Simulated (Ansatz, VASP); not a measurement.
# One calculation of Si, two programs

```xyz
8
Lattice="-3.2693 3.2693 3.2693 3.2693 -3.2693 3.2693 3.2693 3.2693 -3.2693" Properties=species:S:1:pos:R:3 pbc="T T T"
Si    0.6632    0.6632    0.6632
Si   -0.6632    2.6061    0.6632
Si    0.6632   -0.6632    2.6061
Si    2.6061    0.6632   -0.6632
Si    2.6061    2.6061    2.6061
Si    0.6632    3.9324   -0.6632
Si   -0.6632    0.6632    3.9324
Si    3.9324   -0.6632    0.6632
```

Alike in both runs: task single point; functional PBE; k mesh 10 × 10 × 10; occupations gaussian, width 0.15 eV; no spin polarisation.

|  | VASP | Ansatz |
| --- | --- | --- |
| version | VASP 6.6.1 | Ansatz 0.2.0 |
| potentials or method | VASP PAW PBE potentials, release 64 (Si), cutoff 520 eV | scalar-relativistic, plane waves, PAW |
| valence electrons in the cell | 32 | 32 |

VASP gave:

| Item | Value |
| --- | --- |
| gap on the k mesh at the Fermi level (eV) | none |
| pressure (GPa) | 5.8 |
| rms of the force components (eV/Å) | 0.155 |

**Question.** Which values does Ansatz return?

**Answer.** gap on the k mesh at the Fermi level (eV): none; pressure (GPa): 5.9; rms of the force components (eV/Å): 0.157.

Atom by atom the forces differ by 0.001 eV/Å (rms over components). A gap of «none» marks a metal or a gap that the smearing closes. The functional is the same, so the differences come from potentials, cutoffs and numerics.
